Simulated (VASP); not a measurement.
MoS2, 3 atoms in the cell. The structure is trigonal, space group R3m (No. 160). Conventional cell: a = 3.160 Å, b = 3.160 Å, c = 18.450 Å, α = 90.00°, β = 90.00°, γ = 120.00°. Within 3.2 Å of Mo (site symmetry 3m) lie 6 S at 2.39 Å and 6 Mo at 3.16 Å. S (site symmetry 3m) has 3 Mo at 2.39 Å and 7 S at 3.08 to 3.16 Å within 3.2 Å. Within 3.2 Å of S (site symmetry 3m) lie 3 Mo at 2.39 Å and 7 S at 3.08 to 3.16 Å. 

- Program: VASP 6.6.1
- Task: relaxation of cell and atoms
- Functional: PBEsol
- Potentials or basis: VASP PAW PBE potentials, release 64 (Mo_sv, S)
- Cutoff: 600 eV
- k mesh: 10 × 10 × 10
- Occupations: fermi-dirac, width 0.05 eV
- Spin: no spin polarisation
- Target pressure: 10 GPa
- Dipole correction: no
- Further INCAR settings: ALGO = Normal; EDIFF = 1e-07; IBRION = 2; EDIFFG = -0.01; NSW = 80; ISIF = 3

Potentials or basis: VASP PAW PBE potentials, release 64 (Mo_sv, S).

The run is started by

```sh
$ cat potpaw_PBE.64/Mo_sv/POTCAR potpaw_PBE.64/S/POTCAR > POTCAR
$ mpirun -np 1 vasp_std > vasp.out
```

Hardware: 1 thread of Intel(R) Xeon(R) 6975P-C (Granite Rapids), on a shared host.

**Question.** How long does it take, and how much memory?

**Answer.** Run time: 42 min on 1 thread of Intel(R) Xeon(R) 6975P-C (Granite Rapids), with other jobs on the host, peak memory 0.55 GiB. Counts: scf iterations 147, k points 116, ion steps 17.
